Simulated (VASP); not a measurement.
# WS2 in VASP: notebook, part 2 of 2

VASP 6.6.1.

## 4. Single point, PBEsol (strain -0.0150 x Voigt [1, 0, 0, 0, 0, 0])

INCAR reads:

```
SYSTEM = WS2
PREC = Accurate
ENCUT = 520
EDIFF = 1E-6
ISMEAR = 0
SIGMA = 0.05
LREAL = .FALSE.
LASPH = .TRUE.
NELM = 60
ALGO = Normal
ISIF = 2
LWAVE = .FALSE.
LCHARG = .FALSE.
GGA = PS
NBANDS = 35
```

KPOINTS reads:

```
regular mesh
0
G
  12 12 2
  0 0 0
```

POSCAR reads:

```
WS2
1.0
    3.0986931629      0.0000000000      0.0000000000
   -1.5493465814      2.7244131955      0.0000000000
    0.0000000000      0.0000000000     23.5674572586
W S
2 4
Direct
    0.3333333333      0.6666666667      0.6345758579
    0.6666666667      0.3333333333      0.3654241421
    0.3333333333      0.6666666667      0.2989469828
    0.6666666667      0.3333333333      0.5680493466
    0.3333333333      0.6666666667      0.4319506534
    0.6666666667      0.3333333333      0.7010530172
```

Potentials or basis: VASP PAW PBE potentials, release 64 (W_sv, S).

On the command line:

```bash
$ cat potpaw_PBE.64/W_sv/POTCAR potpaw_PBE.64/S/POTCAR > POTCAR
$ mpirun -np 1 vasp_std > vasp.out
```

OUTCAR:

```text
SYSTEM = WS2
   PREC = Accurate
   ENCUT = 520
   EDIFF = 1E-6
   ISMEAR = 0
   LREAL = .FALSE.
   LASPH = .TRUE.
   NELM = 60
   ISIF = 2
   GGA = PS

 ion  position               nearest neighbor table
   1  0.333  0.667  0.635-   6 2.38   6 2.38   4 2.38   4 2.38   6 2.40   4 2.40
   2  0.667  0.333  0.365-   3 2.38   3 2.38   5 2.38   5 2.38   3 2.40   5 2.40
   3  0.333  0.667  0.299-   2 2.38   2 2.38   2 2.40
   4  0.667  0.333  0.568-   1 2.38   1 2.38   1 2.40
   5  0.333  0.667  0.432-   2 2.38   2 2.38   2 2.40
   6  0.667  0.333  0.701-   1 2.38   1 2.38   1 2.40

  LATTYP: Found a base centered orthorhombic cell.
 ALAT       =     3.0986931629
 B/A-ratio  =     1.7584272158
 C/A-ratio  =     7.6056117917

  Lattice vectors:

 A1 = (   1.5493465814,  -2.7244131955,   0.0000000000)
 A2 = (   1.5493465815,   2.7244131955,   0.0000000000)
 A3 = (   0.0000000000,   0.0000000000,  23.5674572586)

Analysis of symmetry for initial positions (statically):
=====================================================================
 Subroutine PRICEL returns:
 Original cell was already a primitive cell.

 Routine SETGRP: Setting up the symmetry group for a
 base centered orthorhombic supercell.

 Subroutine GETGRP returns: Found  4 space group operations
 (whereof  4 operations were pure point group operations)
 out of a pool of  8 trial point group operations.

The static configuration has the point symmetry C_2h.

Analysis of symmetry for dynamics (positions and initial velocities):
=====================================================================
 Subroutine PRICEL returns:
 Original cell was already a primitive cell.

 Routine SETGRP: Setting up the symmetry group for a
 base centered orthorhombic supercell.

 Subroutine GETGRP returns: Found  4 space group operations
 (whereof  4 operations were pure point group operations)
 out of a pool of  8 trial point group operations.

The dynamic configuration has the point symmetry C_2h.

 Subroutine INISYM returns: Found  4 space group operations
 (whereof  4 operations are pure point group operations),
 and found     1 'primitive' translations

----------------------------------------------------------------------------------------

                                     Primitive cell

  volume of cell :     198.9593

  direct lattice vectors                    reciprocal lattice vectors
     3.098693163  0.000000000  0.000000000     0.322716690  0.183525759  0.000000000
    -1.549346581  2.724413195  0.000000000     0.000000000  0.367051518  0.000000000
     0.000000000  0.000000000 23.567457259     0.000000000  0.000000000  0.042431391

  length of vectors
     3.098693163  3.134150936 23.567457259     0.371251621  0.367051518  0.042431391

  position of ions in fractional coordinates (direct lattice)
     0.333333333  0.666666667  0.634575858
     0.666666667  0.333333333  0.365424142
     0.333333333  0.666666667  0.298946983
     0.666666667  0.333333333  0.568049347
     0.333333333  0.666666667  0.431950653
     0.666666667  0.333333333  0.701053017

  ion indices of the primitive-cell ions
   primitive index   ion index
                 1           1
                 2           2
                 3           3
                 4           4
                 5           5
[... 22 lines left out ...]

 Subroutine IBZKPT returns following result:
 ===========================================

 Found     86 irreducible k-points:

 Following reciprocal coordinates:
            Coordinates               Weight
  0.000000  0.000000  0.000000      1.000000
  0.083333 -0.000000  0.000000      4.000000
  0.166667 -0.000000  0.000000      4.000000
  0.250000 -0.000000  0.000000      4.000000
  0.333333  0.000000  0.000000      4.000000
  0.416667 -0.000000  0.000000      4.000000
[... 16 lines left out ...]
  0.333333  0.166667  0.000000      4.000000
  0.416667  0.166667  0.000000      4.000000
 [... further k-points ...]
   k-points           NKPTS =     86   k-points in BZ     NKDIM =     86   number of bands    NBANDS=     35
   number of dos      NEDOS =    301   number of ions     NIONS =      6
   total plane-waves  NPLWV = 103680
   dimension x,y,z NGX =    24 NGY =   24 NGZ =  180
   dimension x,y,z NGXF=    48 NGYF=   48 NGZF=  360
   ions per type =               2   4
   NGX,Y,Z   is equivalent  to a cutoff of  12.88, 12.73, 12.70 a.u.
   NGXF,Y,Z  is equivalent  to a cutoff of  25.75, 25.46, 25.39 a.u.
 SYSTEM =  WS2
   PREC   = accura    normal or accurate (medium, high low for compatibility)
   ISTART =      0    job   : 0-new  1-cont  2-samecut
   ICHARG =      2    charge: 1-file 2-atom 10-const
   ISPIN  =      1    spin polarized calculation?
   LNONCOLLINEAR =      F non collinear calculations
   LSORBIT =      F    spin-orbit coupling
   LASPH  =      T    aspherical Exc in radial PAW
   ENCUT  =  520.0 eV  38.22 Ry    6.18 a.u.   5.76  5.83 43.82*2*pi/ulx,y,z
   NELM   =     60;   NELMIN=  2; NELMDL= -5     # of ELM steps
   EDIFF  = 0.1E-05   stopping-criterion for ELM
   LREAL  =      F    real-space projection
   EDIFFG = 0.1E-04   stopping-criterion for IOM
   NSW    =      0    number of steps for IOM
   IBRION =     -1    ionic relax: 0-MD 1-quasi-New 2-CG
   NFREE  =      0    steps in history (QN), initial steepest desc. (CG)
   ISIF   =      2    stress and relaxation
   ISYM   =      2    0-nonsym 1-usesym 2-fastsym
   POTIM  = 0.5000    time-step for ionic-motion
   TEBEG  =    0.0;   TEEND  =   0.0 temperature during run
   PSTRESS=    0.0 pullay stress
   NELECT =      52.0000    total number of electrons
   NUPDOWN=      -1.0000    fix difference up-down
   EMIN   =  10.00;   EMAX   =-10.00  energy-range for DOS
   EFERMI =   0.00;   METHOD = LEGACY
   ISMEAR =     0;   SIGMA  =   0.05  broadening in eV -4-tet -1-fermi 0-gaus
   EFERMI_NEDOS =   21; number of points for ismear=-14 and -15
   IALGO  =     38    algorithm
   IMIX   =      4    mixing-type and parameters
     AMIX     =   0.40;   BMIX     =  1.00
     AMIX_MAG =   1.60;   BMIX_MAG =  1.00
  volume/ion in A,a.u.               =      33.16       223.77
  Fermi-wavevector in a.u.,A,eV,Ry     =   1.046697  1.977971 14.906212  1.095576
  Thomas-Fermi vector in A             =   2.181547
   LORBIT       =      0    0 simple, 1 ext, 2 COOP (PROOUT), +10 PAW based schemes
   GGA     = PS    functional components
   LHFCALC =     F    Hartree Fock is set to
   AEXX    =    0.0000 exact exchange contribution
   IVDW    =     0    specifies the selected vdW correction
   LEPSILON=     F    determine dielectric tensor
   LRPA    =     F    only Hartree local field effects (RPA)
 non-spin polarized calculation
 Gauss-broadening in eV      SIGMA  =   0.05
  energy-cutoff  :      520.00
  volume of cell :      198.96
 maximum number of plane-waves:      5404
   NGX = 11   NGY = 11   NGZ = 87

 number of electron      51.9999992 magnetization

 Free energy of the ion-electron system (eV)
  ---------------------------------------------------
  ext. energy  EPLUGINS =         0.00000000
  ---------------------------------------------------
  free energy    TOTEN  =       -50.49944284 eV

  energy without entropy =      -50.49944284  energy(sigma->0) =      -50.49944284

 E-fermi :   1.3844     XC(G=0):  -6.3010

 val. band max:        1.1822888197   @ k =   0.0000   0.0000   0.5000
 cond. band min:       2.7522678874   @ k =  -0.3333   0.1667   0.5000
 fundamental gap:      1.5699790677
 Fermi energy:         1.3844081275

 k-point     1 :       0.0000    0.0000    0.0000
  band No.  band energies     occupation
      1     -72.9118      2.00000
      2     -72.9118      2.00000
      3     -37.2147      2.00000
      4     -37.2147      2.00000
      5     -37.0061      2.00000
      6     -37.0061      2.00000
[... 901 lines left out ...]
     34       6.0990      0.00000
     35       6.8076      0.00000

 [... further k-points ...]
[... 5 lines left out ...]
  --------------------------------------------------------------------------------------
  -------------------------------------------------------------------------------------
  Total        3.1754219      0.9292815      1.2288774      0.0000000     -0.0035531     -0.0000000
  in kB       25.5710016      7.4833075      9.8958901      0.0000000     -0.0286124     -0.0000000
  external PRESSURE =      14.3167331 kB  Pullay stress =       0.0000000 kB

 VOLUME and BASIS-vectors are now :
 -----------------------------------------------------------------------------
  energy-cutoff  :      520.00
  volume of cell :      198.96
      direct lattice vectors                 reciprocal lattice vectors
     3.098693163  0.000000000  0.000000000     0.322716690  0.183525759  0.000000000
    -1.549346581  2.724413195  0.000000000     0.000000000  0.367051518  0.000000000
     0.000000000  0.000000000 23.567457259     0.000000000  0.000000000  0.042431391

 POSITION                                       TOTAL-FORCE (eV/Angst)
 -----------------------------------------------------------------------------------
     -0.00000      1.81628     14.95534         0.000000      0.116763      0.001140
      1.54935      0.90814      8.61212        -0.000000     -0.116763     -0.001140
     -0.00000      1.81628      7.04542         0.000000      0.058709     -0.203014
      1.54935      0.90814     13.38748        -0.000000     -0.058574     -0.201186
     -0.00000      1.81628     10.17998         0.000000      0.058574      0.201186
      1.54935      0.90814     16.52204        -0.000000     -0.058709      0.203014
 -----------------------------------------------------------------------------------
    total drift:                                0.000000      0.000000      0.000000

  FREE ENERGIE OF THE ION-ELECTRON SYSTEM (eV)
  ---------------------------------------------------
  free  energy   TOTEN  =       -50.4994428434 eV

  energy  without entropy=      -50.4994428433  energy(sigma->0) =      -50.49944284
```

It took 27 min on 1 thread of Intel Xeon 8259CL, shared host; peak memory 0.6 GiB.

What came out:

| Quantity | Value |
| --- | --- |
| Free energy | -50.4994 eV |
| Largest force | 0.211 eV/Å |
| Band gap on the k mesh | 1.57 eV (least direct gap 1.99 eV) |

Forces on the atoms (eV/Å):
```
W    0.000  0.117  0.001
W    0.000 -0.117 -0.001
S    0.000  0.059 -0.203
S    0.000 -0.059 -0.201
S    0.000  0.059  0.201
S    0.000 -0.059  0.203
```

Caveat: the cell differs from its parent crystal (strain -0.0150 x Voigt [1, 0, 0, 0, 0, 0]); there is no dipole correction, which matters where the two faces differ; the PAW data sets were made with another functional, which shifts forces and pressure a little; spin-orbit coupling is left out, which moves the levels of the heavy elements.

## 5. Overview

| cell | gap on the mesh (eV) | largest force (eV/Å) |
| --- | --- | --- |
| a = 2.957, b = 3.100, c = 23.567 Å, angles 90.0, 90.0, 118.5°, 6 atoms | 1.68 | 0.86 |
| a = 3.335, b = 3.194, c = 23.567 Å, angles 90.0, 90.0, 121.5°, 6 atoms | 1.20 | 0.63 |
| a = 3.099, b = 3.134, c = 23.567 Å, angles 90.0, 90.0, 119.6°, 6 atoms | 1.57 | 0.21 |

Alike in all rows: task single point; level PBEsol; potentials or basis VASP PAW PBE potentials, release 64 (W_sv, S); no spin polarisation; k mesh 12 × 12 × 2; cutoff (eV) 520; smearing gaussian 0.05 eV.

Caveats: there is no dipole correction, which matters where the two faces differ; the PAW data sets were made with another functional, which shifts forces and pressure a little; spin-orbit coupling is left out, which moves the levels of the heavy elements.

Total energies depend on the potentials used, so only differences within one code and one set of settings carry meaning.
